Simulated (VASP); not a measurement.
# Zn (P6_3/mmc) in VASP: settings compared

Aim: see how the results for Zn move with the level of theory and the settings. Levels: PBE, PBEsol. Tasks: single point, relaxation of cell and atoms.

Program: VASP 6.6.1. These are calculated values, not measurements. Logs are shortened: lines on timing, memory, paths and dates and some standing lists are left out, and cuts for length are marked.

**1. The cell of the first run**

Symmetry: P6_3/mmc, No. 194, hexagonal system. The conventional cell has a = 2.670 Å, b = 2.670 Å, c = 4.966 Å, α = 90.00°, β = 90.00°, γ = 120.00°. Zn (site symmetry -6m2) has 12 Zn at 2.67 to 2.92 Å within 3.5 Å.

**2. Single point, PBE**

Input file INCAR:

```
SYSTEM = Zn
ALGO = Normal
EDIFF = 1E-7
ENCUT = 520
GGA = PE
ISIF = 2
ISMEAR = -1
LASPH = .TRUE.
LCHARG = .TRUE.
LELF = .TRUE.
LREAL = .FALSE.
LVHAR = .TRUE.
LWAVE = .FALSE.
NBANDS = 19
NELM = 60
PREC = Accurate
SIGMA = 0.05
```

Input file KPOINTS:

```
k-points
0
G
  13 13 7
  0 0 0
```

Input file POSCAR:

```
Zn
1.0
    2.6700000000      0.0000000000      0.0000000000
   -1.3350000000      2.3122878281      0.0000000000
    0.0000000000      0.0000000000      4.9660000000
Zn
2
Direct
    0.6666666667      0.3333333333      0.7500000000
    0.3333333333      0.6666666667      0.2500000000
```

Potentials or basis: VASP PAW PBE potentials, release 64 (Zn).

Started as:

```sh
$ cat potpaw_PBE.64/Zn/POTCAR > POTCAR
$ mpirun -np 1 vasp_std > vasp.out
```

OUTCAR:

```text
SYSTEM = Zn
   EDIFF = 1E-7
   ENCUT = 520
   GGA = PE
   ISIF = 2
   ISMEAR = -1
   LASPH = .TRUE.
   LREAL = .FALSE.
   NELM = 60
   PREC = Accurate

 ion  position               nearest neighbor table
   1  0.667  0.333  0.750-   2 2.92   2 2.92   2 2.92   2 2.92   2 2.92   2 2.92
   2  0.333  0.667  0.250-   1 2.92   1 2.92   1 2.92   1 2.92   1 2.92   1 2.92

  LATTYP: Found a hexagonal cell.
 ALAT       =     2.6700000000
 C/A-ratio  =     1.8599250936

  Lattice vectors:

 A1 = (   2.6700000000,   0.0000000000,   0.0000000000)
 A2 = (  -1.3350000000,   2.3122878281,   0.0000000000)
 A3 = (   0.0000000000,   0.0000000000,   4.9660000000)

Analysis of symmetry for initial positions (statically):
=====================================================================
 Subroutine PRICEL returns:
 Original cell was already a primitive cell.

 Routine SETGRP: Setting up the symmetry group for a
 hexagonal supercell.

 Subroutine GETGRP returns: Found 24 space group operations
 (whereof 12 operations were pure point group operations)
 out of a pool of 24 trial point group operations.

The static configuration has the point symmetry D_3d.
 The point group associated with its full space group is D_6h.

Analysis of symmetry for dynamics (positions and initial velocities):
=====================================================================
 Subroutine PRICEL returns:
 Original cell was already a primitive cell.

 Routine SETGRP: Setting up the symmetry group for a
 hexagonal supercell.

 Subroutine GETGRP returns: Found 24 space group operations
 (whereof 12 operations were pure point group operations)
 out of a pool of 24 trial point group operations.

The dynamic configuration has the point symmetry D_3d.
 The point group associated with its full space group is D_6h.

 Subroutine INISYM returns: Found 24 space group operations
 (whereof 12 operations are pure point group operations),
 and found     1 'primitive' translations

----------------------------------------------------------------------------------------

                                     Primitive cell

  volume of cell :      30.6591

  direct lattice vectors                    reciprocal lattice vectors
     2.670000000  0.000000000  0.000000000     0.374531835  0.216236056  0.000000000
    -1.335000000  2.312287828  0.000000000     0.000000000  0.432472112  0.000000000
     0.000000000  0.000000000  4.966000000     0.000000000  0.000000000  0.201369311

  length of vectors
     2.670000000  2.670000000  4.966000000     0.432472112  0.432472112  0.201369311

  position of ions in fractional coordinates (direct lattice)
     0.666666667  0.333333333  0.750000000
     0.333333333  0.666666667  0.250000000

  ion indices of the primitive-cell ions
   primitive index   ion index
                 1           1
                 2           2

----------------------------------------------------------------------------------------

 KPOINTS: k-points

Automatic generation of k-mesh.
 Grid dimensions read from file:
 generate k-points for:   13   13    7

 Generating k-lattice:

  Cartesian coordinates                     Fractional coordinates (reciprocal lattice)
     0.028810141  0.016633543  0.000000000     0.076923077  0.000000000  0.000000000
     0.000000000  0.033267086  0.000000000     0.000000000  0.076923077  0.000000000
     0.000000000  0.000000000  0.028767044     0.000000000  0.000000000  0.142857143

  Length of vectors
     0.033267086  0.033267086  0.028767044

  Shift w.r.t. Gamma in fractional coordinates (k-lattice)
     0.000000000  0.000000000  0.000000000

 Subroutine IBZKPT returns following result:
 ===========================================

 Found     84 irreducible k-points:

 Following reciprocal coordinates:
            Coordinates               Weight
  0.000000  0.000000  0.000000      1.000000
  0.076923  0.000000  0.000000      6.000000
  0.153846  0.000000  0.000000      6.000000
  0.230769  0.000000  0.000000      6.000000
  0.307692  0.000000  0.000000      6.000000
  0.384615  0.000000  0.000000      6.000000
[... 16 lines left out ...]
  0.076923  0.000000  0.142857     12.000000
  0.153846  0.000000  0.142857     12.000000
 [... further k-points ...]
   k-points           NKPTS =     84   k-points in BZ     NKDIM =     84   number of bands    NBANDS=     19
   number of dos      NEDOS =    301   number of ions     NIONS =      2
   total plane-waves  NPLWV =  16000
   dimension x,y,z NGX =    20 NGY =   20 NGZ =   40
   dimension x,y,z NGXF=    40 NGYF=   40 NGZF=   80
   ions per type =               2
   NGX,Y,Z   is equivalent  to a cutoff of  12.45, 12.45, 13.39 a.u.
   NGXF,Y,Z  is equivalent  to a cutoff of  24.91, 24.91, 26.78 a.u.
 SYSTEM =  Zn
   PREC   = accura    normal or accurate (medium, high low for compatibility)
   ISTART =      0    job   : 0-new  1-cont  2-samecut
   ICHARG =      2    charge: 1-file 2-atom 10-const
[... 37 lines left out ...]
 non-spin polarized calculation
  energy-cutoff  :      520.00
  volume of cell :       30.66
 maximum number of plane-waves:       851
 NGX is ok and might be reduce to    20
   NGX =  9   NGY =  9   NGZ = 19

 number of electron      24.0000011 magnetization

 Free energy of the ion-electron system (eV)
  ---------------------------------------------------
  ext. energy  EPLUGINS =         0.00000000
  ---------------------------------------------------
  free energy    TOTEN  =        -2.22904633 eV

  energy without entropy =       -2.22580152  energy(sigma->0) =       -2.22742393

 E-fermi :   2.9104     XC(G=0): -11.5104

 val. band max:        2.8721905570   @ k =   0.1538   0.0769   0.1429
 cond. band min:       2.9200457654   @ k =   0.3077   0.0000   0.0000
 fundamental gap:      0.0478552085
 Fermi energy:         2.9104295315

 k-point     1 :       0.0000    0.0000    0.0000
  band No.  band energies     occupation
      1      -7.2831      2.00000
      2      -5.5206      2.00000
      3      -4.8388      2.00000
      4      -4.6072      2.00000
      5      -4.6072      2.00000
      6      -4.5586      2.00000
[... 11 lines left out ...]
     18      22.0600      0.00000
     19      22.0609      0.00000

 k-point     2 :       0.0769    0.0000    0.0000
  band No.  band energies     occupation
      1      -7.1085      2.00000
      2      -5.4461      2.00000
      3      -4.8215      2.00000
      4      -4.6236      2.00000
      5      -4.5764      2.00000
      6      -4.5667      2.00000
[... 11 lines left out ...]
     18      20.9797      0.00000
     19      23.1027      0.00000

 k-point     3 :       0.1538    0.0000    0.0000
  band No.  band energies     occupation
      1      -6.5995      2.00000
      2      -5.2650      2.00000
      3      -4.7926      2.00000
      4      -4.6572      2.00000
      5      -4.5821      2.00000
      6      -4.4526      2.00000
[... 11 lines left out ...]
     18      19.5326      0.00000
     19      20.7832      0.00000

 k-point     4 :       0.2308    0.0000    0.0000
  band No.  band energies     occupation
      1      -5.8503      2.00000
      2      -5.1325      2.00000
      3      -4.7392      2.00000
      4      -4.6686      2.00000
      5      -4.6664      2.00000
      6      -4.4282      2.00000
[... 11 lines left out ...]
     18      18.5978      0.00000
     19      18.9225      0.00000

 k-point     5 :       0.3077    0.0000    0.0000
  band No.  band energies     occupation
      1      -5.3253      2.00000
      2      -5.1598      2.00000
      3      -4.8729      2.00000
      4      -4.6343      2.00000
      5      -4.4862      2.00000
      6      -4.4600      2.00000
[... 11 lines left out ...]
     18      17.9507      0.00000
     19      19.8105      0.00000
[... 334 lines left out ...]
      2      -4.8211      2.00000
      3      -4.7877      2.00000
      4      -4.6353      2.00000
      5      -4.6250      2.00000
      6      -4.5939      2.00000
[... 11 lines left out ...]
     18      10.0770      0.00000
     19      12.1043      0.00000

 k-point    22 :       0.0000    0.0000    0.1429
  band No.  band energies     occupation
      1      -7.1611      2.00000
      2      -5.5327      2.00000
      3      -4.8357      2.00000
      4      -4.6087      2.00000
      5      -4.6087      2.00000
      6      -4.5639      2.00000
[... 11 lines left out ...]
     18      22.0981      0.00000
     19      22.0981      0.00000

 k-point    23 :       0.0769    0.0000    0.1429
  band No.  band energies     occupation
      1      -6.9875      2.00000
      2      -5.4539      2.00000
      3      -4.8197      2.00000
      4      -4.6275      2.00000
      5      -4.5833      2.00000
      6      -4.5687      2.00000
[... 11 lines left out ...]
     18      21.7635      0.00000
     19      22.8028      0.00000

 k-point    24 :       0.1538    0.0000    0.1429
  band No.  band energies     occupation
      1      -6.4837      2.00000
      2      -5.2624      2.00000
      3      -4.7902      2.00000
      4      -4.6688      2.00000
      5      -4.6029      2.00000
      6      -4.4574      2.00000
[... 11 lines left out ...]
     18      19.6659      0.00000
     19      21.7823      0.00000

 [... further k-points ...]
[... 5 lines left out ...]
  --------------------------------------------------------------------------------------
  -------------------------------------------------------------------------------------
  Total       -0.1377332     -0.1377332     -0.0752291      0.0000000     -0.0000000      0.0000000
  in kB       -7.1976253     -7.1976253     -3.9313022      0.0000000     -0.0000000      0.0000000
  external PRESSURE =      -6.1088510 kB  Pullay stress =       0.0000000 kB

 VOLUME and BASIS-vectors are now :
 -----------------------------------------------------------------------------
  energy-cutoff  :      520.00
  volume of cell :       30.66
      direct lattice vectors                 reciprocal lattice vectors
     2.670000000  0.000000000  0.000000000     0.374531835  0.216236056  0.000000000
    -1.335000000  2.312287828  0.000000000     0.000000000  0.432472112  0.000000000
     0.000000000  0.000000000  4.966000000     0.000000000  0.000000000  0.201369311

 POSITION                                       TOTAL-FORCE (eV/Angst)
 -----------------------------------------------------------------------------------
      1.33500      0.77076      3.72450         0.000000     -0.000000      0.000000
     -0.00000      1.54153      1.24150        -0.000000      0.000000      0.000000
 -----------------------------------------------------------------------------------
    total drift:                               -0.000000      0.000000      0.000000

  FREE ENERGIE OF THE ION-ELECTRON SYSTEM (eV)
  ---------------------------------------------------
  free  energy   TOTEN  =        -2.2290463316 eV

  energy  without entropy=       -2.2258015229  energy(sigma->0) =       -2.22742393
```

It took 95 s on 1 thread of AMD EPYC 7R13, shared host; peak memory 0.14 GiB.

Results:

* Free energy: -2.2290 eV
* Pressure: -0.6 GPa
* Band gap on the k mesh: zero (band 12 reaches 4.13 eV, above the bottom of band 13 at -0.01 eV)

Stress tensor (GPa, compression positive):
```
-0.72  0.00  0.00
 0.00 -0.72  0.00
 0.00  0.00 -0.39
```

**3. Single point, PBE**

Input file INCAR:

```
ALGO = Normal
EDIFF = 1E-6
ENCUT = 520
GGA = PE
ISIF = 2
ISMEAR = -1
LASPH = T
LCHARG = T
LELF = T
LREAL = F
LVHAR = T
LWAVE = F
NBANDS = 19
NELM = 100
PREC = Accurate
SIGMA = 0.05
```

Input file KPOINTS:

```
k-points
0
Gamma
  16 16 9
```

POSCAR is that of step 2.

Potentials or basis: VASP PAW PBE potentials, release 64 (Zn).

Started as:

```sh
$ cat potpaw_PBE.64/Zn/POTCAR > POTCAR
$ mpirun -np 1 vasp_std > vasp.out
```

Run time: 2.4 min. Hardware: 1 thread of AMD EPYC 7R13, shared host; peak memory 0.16 GiB.

It converged, with:

```
Free energy            : -2.2225 eV
Pressure               : -0.6 GPa
Band gap on the k mesh : zero (band 12 reaches 4.30 eV, above the bottom of band 13 at -0.01 eV)
```

Stress tensor (GPa, compression positive):
```
-0.46  0.00  0.00
 0.00 -0.46  0.00
 0.00  0.00 -1.02
```

Levels at points of the mesh, in eV from the Fermi level:
| k point | band 8 | band 9 | band 10 | band 11 | band 12 | band 13 | band 14 | band 15 | band 16 | band 17 |
| --- | --- | --- | --- | --- | --- | --- | --- | --- | --- | --- |
| (0.00, 0.00, 0.00) | -7.28 | -7.28 | -7.08 | -7.08 | -3.59 | -3.06 | 13.50 | 17.13 | 17.37 | 17.37 |
| (0.50, 0.00, 0.00) | -7.09 | -6.90 | -6.88 | -2.80 | -2.14 | 2.60 | 3.55 | 4.04 | 5.69 | 10.12 |

**4. Relaxation of cell and atoms, PBEsol**

Input file INCAR:

```
PREC = Accurate ; ENCUT = 600
EDIFF = 1E-6 ; ISMEAR = -1
SIGMA = 0.05 ; LREAL = False
LASPH = True ; NELM = 80
ALGO = Fast ; ISIF = 3
LWAVE = False ; LCHARG = False
GGA = PS ; IBRION = 2
NSW = 60 ; EDIFFG = -0.01
```

Input file KPOINTS:

```
Automatic mesh
0
Gamma
  11 11 6
```

POSCAR is that of step 3.

Started as:

```sh
$ cat potpaw_PBE.64/Zn/POTCAR > POTCAR
$ mpirun -np 1 vasp_std > vasp.out
```

Wall time 57 s (1 thread of Intel Xeon 6975P-C (Granite Rapids), shared host); peak memory 0.18 GiB.

The run converged. Its results:

| Quantity | Value |
| --- | --- |
| Free energy | -3.1706 eV |
| Relaxed volume | 14.12 Å³/atom |
| Relaxed cell | a = 2.651 Å, b = 2.651 Å, c = 4.640 Å, α = 90.00°, β = 90.00°, γ = 120.00° |
| Space group after relaxing (to 0.05 Å) | P6_3/mmc (No. 194) |
| Energy gained by relaxing | 25.8 meV/atom |
| Ionic steps | 7 |
| Pressure after relaxing | -0.1 GPa |
| Band gap on the k mesh | zero (band 12 reaches 4.94 eV, above the bottom of band 13 at 1.24 eV) |

The path:
```tsv
step	energy change (eV)	largest force (eV/Å)	pressure (GPa)	volume (Å³)
1	0.0000	0.0000	-4.73	30.66
2	-0.0373	0.0000	-0.27	28.70
3	-0.0374	0.0000	-0.18	28.63
4	-0.0414	0.0000	-0.13	28.52
5	-0.0513	0.0000	0.28	28.17
6	-0.0516	0.0000	0.31	28.04
7	-0.0516	0.0000	-0.07	28.24
```

Final structure:
```xyz
2
Lattice="2.6510 0.0000 0.0000 -1.3255 2.2958 0.0000 0.0000 0.0000 4.6398" Properties=species:S:1:pos:R:3 pbc="T T T"
Zn    1.3255    0.7653    3.4798
Zn    0.0000    1.5305    1.1599
```

Levels at points of the mesh, in eV from the Fermi level:
```csv
k point,band 9,band 10,band 11,band 12,band 13,band 14,band 15,band 16
"(0.00, 0.00, 0.00)",-7.51,-7.19,-7.19,-3.75,-2.27,16.44,17.11,17.12
"(0.00, 0.00, 0.50)",-7.31,-7.31,-7.31,-7.31,6.02,6.02,18.63,18.63
```

Caveat: the PAW data sets were made with another functional, which shifts forces and pressure a little.

**5. Relaxation of cell and atoms, PBEsol, target pressure 2 GPa, at which the enthalpy is minimised**

Input file INCAR:

```
PREC = Accurate ; ENCUT = 600
EDIFF = 1E-7 ; ISMEAR = -1
SIGMA = 0.05 ; LREAL = F
LASPH = T ; NELM = 80
ALGO = Normal ; ISIF = 3
LWAVE = F ; LCHARG = F
GGA = PS ; IBRION = 2
NSW = 60 ; EDIFFG = -0.01
PSTRESS = 20.0
```

KPOINTS is that of step 4.

POSCAR is that of step 4.

Started as:

```sh
$ cat potpaw_PBE.64/Zn/POTCAR > POTCAR
$ mpirun -np 1 vasp_std > vasp.out
```

It took 1.9 min on 1 thread of Intel Xeon 6975P-C (Granite Rapids), shared host; peak memory 0.18 GiB.

It converged, with:

* Free energy: -3.1814 eV
* Relaxed volume: 13.73 Å³/atom
* Relaxed cell: a = 2.679 Å, b = 2.679 Å, c = 4.418 Å, α = 90.00°, β = 90.00°, γ = 120.00°
* Space group after relaxing (to 0.05 Å): P6_3/mmc (No. 194)
* Energy change on relaxing (the enthalpy is what falls): -31.2 meV/atom
* Ionic steps: 12
* Pressure after relaxing: 2.0 GPa
* Band gap on the k mesh: zero (band 12 reaches 5.21 eV, above the bottom of band 13 at 2.30 eV)

Stress tensor (GPa, compression positive):
```
1.97 0.00 0.00
0.00 1.97 0.00
0.00 0.00 2.10
```

The path:
```tsv
step	energy change (eV)	largest force (eV/Å)	pressure (GPa)	volume (Å³)
1	0.0000	0.0000	-5.36	30.66
2	-0.0280	0.0000	3.36	27.64
3	-0.0338	0.0000	2.03	27.99
4	-0.0393	0.0000	2.04	27.87
5	-0.0469	0.0000	2.36	27.47
6	-0.0488	0.0000	2.47	27.33
7	-0.0537	0.0000	3.67	27.04
8	-0.0104	0.0000	6.99	26.40
9	-0.0531	0.0000	3.99	26.97
10	-0.0606	0.0000	1.99	27.49
11	-0.0588	0.0000	2.84	27.26
12	-0.0624	0.0000	2.01	27.46
```

Final structure:
```
Zn
1.0
     2.67928    0.00000    0.00000
    -1.33964    2.32032    0.00000
     0.00000    0.00000    4.41778
Zn
2
Direct
  0.66667 0.33333 0.75000
  0.33333 0.66667 0.25000
```

Levels at points of the mesh, in eV from the Fermi level:
| k point | band 9 | band 10 | band 11 | band 12 | band 13 | band 14 | band 15 | band 16 |
| --- | --- | --- | --- | --- | --- | --- | --- | --- |
| (0.00, 0.00, 0.00) | -7.78 | -7.36 | -7.36 | -3.64 | -1.56 | 16.09 | 16.09 | 18.03 |
| (0.00, 0.00, 0.50) | -7.49 | -7.49 | -7.49 | -7.49 | 7.38 | 7.38 | 17.81 | 17.81 |

Caveat: the cell is relaxed towards a set pressure, so the enthalpy falls and the energy may rise; the PAW data sets were made with another functional, which shifts forces and pressure a little.

**6. Relaxation of cell and atoms, PBEsol, target pressure 5 GPa, at which the enthalpy is minimised**

Input file INCAR:

```
SYSTEM = Zn
ALGO = Normal ; EDIFF = 1E-6
EDIFFG = -0.01 ; ENCUT = 600
GGA = PS ; IBRION = 2
ISIF = 3 ; ISMEAR = -1
LASPH = .TRUE. ; LCHARG = .FALSE.
LREAL = .FALSE. ; LWAVE = .FALSE.
NELM = 80 ; NSW = 60
PREC = Accurate ; PSTRESS = 50.0
SIGMA = 0.05
```

Input file KPOINTS:

```
k-points
0
G
  11 11 6
  0 0 0
```

POSCAR is that of step 5.

Potentials or basis: VASP PAW PBE potentials, release 64 (Zn).

Started as:

```sh
$ cat potpaw_PBE.64/Zn/POTCAR > POTCAR
$ mpirun -np 1 vasp_std > vasp.out
```

Run time: 1.9 min. Hardware: 1 thread of Intel Xeon 6975P-C (Granite Rapids), shared host; peak memory 0.18 GiB.

Results (log left out):

- Free energy: -3.1658 eV
- Relaxed volume: 13.37 Å³/atom
- Relaxed cell: a = 2.654 Å, b = 2.654 Å, c = 4.383 Å, α = 90.00°, β = 90.00°, γ = 120.00°
- Space group after relaxing (to 0.05 Å): P6_3/mmc (No. 194)
- Energy change on relaxing (the enthalpy is what falls): -23.4 meV/atom
- Ionic steps: 15
- Pressure after relaxing: 4.9 GPa
- Band gap on the k mesh: zero (band 12 reaches 5.43 eV, above the bottom of band 13 at 2.54 eV)

The path:
| step | energy change (eV) | largest force (eV/Å) | pressure (GPa) | volume (Å³) |
| --- | --- | --- | --- | --- |
| 1 | 0.0000 | 0.0000 | -5.34 | 30.66 |
| 2 | 0.0143 | 0.0000 | 8.61 | 26.48 |
| 3 | -0.0173 | 0.0000 | 4.99 | 27.23 |
| 4 | -0.0248 | 0.0000 | 5.00 | 27.08 |
| 5 | -0.0297 | 0.0000 | 5.25 | 26.81 |
| 6 | -0.0259 | 0.0000 | 7.56 | 26.21 |
| 7 | -0.0317 | 0.0000 | 5.79 | 26.52 |
| 8 | -0.0312 | 0.0000 | 6.65 | 26.34 |
| 9 | -0.0299 | 0.0000 | 6.91 | 26.29 |
| 10 | -0.0567 | 0.0000 | 2.65 | 27.26 |
| 11 | -0.0447 | 0.0000 | 5.21 | 26.68 |
| 12 | -0.0441 | 0.0000 | 5.37 | 26.66 |
| 13 | -0.0443 | 0.0000 | 5.35 | 26.67 |
| 14 | -0.0481 | 0.0000 | 4.75 | 26.78 |
| 15 | -0.0468 | 0.0000 | 4.93 | 26.74 |

Final structure:
```
Zn
1.0
     2.65412    0.00000    0.00000
    -1.32706    2.29853    0.00000
     0.00000    0.00000    4.38320
Zn
2
Direct
  0.66667 0.33333 0.75000
  0.33333 0.66667 0.25000
```

Levels at points of the mesh, in eV from the Fermi level:
```csv
k point,band 9,band 10,band 11,band 12,band 13,band 14,band 15,band 16
"(0.00, 0.00, 0.00)",-7.90,-7.46,-7.46,-3.83,-1.59,16.40,16.40,18.24
"(0.00, 0.00, 0.50)",-7.60,-7.60,-7.60,-7.60,7.43,7.43,18.15,18.15
```

Caveat: the cell is relaxed towards a set pressure, so the enthalpy falls and the energy may rise; the PAW data sets were made with another functional, which shifts forces and pressure a little.

**7. Overview**

| task | level | cell | k mesh | cutoff (eV) | gap on the mesh (eV) | pressure (GPa) |
| --- | --- | --- | --- | --- | --- | --- |
| single point | PBE | as given | 13 × 13 × 7 | 520 | none | -0.6 |
| single point | PBE | as given | 16 × 16 × 9 | 520 | none | -0.6 |
| relaxation of cell and atoms | PBEsol | relaxed | 11 × 11 × 6 | 600 | none | -0.1 |
| relaxation of cell and atoms | PBEsol | relaxed to 2 GPa | 11 × 11 × 6 | 600 | none | 2.0 |
| relaxation of cell and atoms | PBEsol | relaxed to 5 GPa | 11 × 11 × 6 | 600 | none | 4.9 |

Alike in all rows: potentials or basis VASP PAW PBE potentials, release 64 (Zn); no spin polarisation; smearing fermi-dirac 0.05 eV.

Caveats: the PAW data sets were made with another functional, which shifts forces and pressure a little (some runs); the cell is relaxed towards a set pressure, so the enthalpy falls and the energy may rise (some runs).

Absolute energies hang on the potentials; compare differences alone.
